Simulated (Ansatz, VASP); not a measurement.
# One calculation of Zn, two programs

```
Zn
1.0
     2.47578    0.00000    0.00000
     0.00000    2.47578    0.00000
     0.00000    0.00000    2.47578
Zn
1
Direct
  0.00000 0.00000 0.00000
```

Change from the starting cell: volume scaled by 0.9, PAW files.

Alike in both runs: task single point; functional PBEsol; k mesh 17 × 17 × 17; occupations fermi-dirac, width 0.05 eV; no spin polarisation.

|  | VASP | Ansatz |
| --- | --- | --- |
| version | VASP 6.6.1 | Ansatz 0.2.0 |
| potentials or method | VASP PAW PBE potentials, release 64 (Zn) | PAW with Ansatz's default frozen-core files, scalar-relativistic |
| plane-wave cutoff (eV) | 520 | 420 |
| valence electrons in the cell | 12 | 12 |

```csv
,VASP,Ansatz,Ansatz less VASP
pressure (GPa),8.9,8.4,-0.42
```

VASP's potentials were made for PBE, not for PBEsol.
